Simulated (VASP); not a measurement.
**PbSe: single point with PBE+D3(BJ)**

PbSe:

```
CELL_PARAMETERS angstrom
0.00000 3.03322 3.28649
3.03322 0.00000 3.28649
3.03322 3.03322 0.00000
ATOMIC_POSITIONS crystal
Pb 0.00000 0.00000 0.00000
Se 0.50000 0.50000 0.50000
```

This cell differs from its parent crystal: volume 30.237 Å^3 an atom, c/a of the conventional cell 1.0835.

```json
{
  "Program": "VASP 6.6.1",
  "Task": "single point",
  "Functional": "PBE",
  "Dispersion": "D3(BJ)",
  "Potentials or basis": "VASP PAW PBE potentials, release 64 (Pb_d, Se)",
  "Cutoff": "520 eV",
  "k mesh": "10 × 10 × 10",
  "Occupations": "gaussian, width 0.03 eV",
  "Spin": "no spin polarisation"
}
```

```yaml
Pressure: -1.3 GPa
Band_gap_on_the_k_mesh: 0.32 eV, direct
Dispersion_energy_per_atom: -0.349 eV
```

Stress tensor (GPa, compression positive):
```
 0.96  0.00  0.00
 0.00  0.96  0.00
 0.00  0.00 -5.97
```

Levels at points of the mesh, in eV from the valence-band top:
```tsv
k point	band 7	band 8	band 9	band 10	band 11	band 12	band 13	band 14
(0.00, 0.00, 0.00)	-6.42	-1.95	-1.95	-1.33	3.51	5.11	5.11	6.26
(0.50, 0.00, 0.00)	-8.63	-1.46	-1.26	0.00	0.32	1.60	1.93	8.38
(0.50, 0.50, 0.00)	-7.12	-4.53	-2.90	-2.90	4.04	5.13	5.64	5.64
(0.50, 0.00, 0.50)	-7.46	-4.70	-3.44	-2.64	3.77	4.39	6.09	6.09
```

Run time: 38 s on 1 thread of AMD EPYC 9R45 96-Core Processor (Zen 5), with other jobs on the host, peak memory 0.24 GiB.

Caveat: spin-orbit coupling is left out, which moves the levels of the heavy elements. A k mesh can miss the band edges.
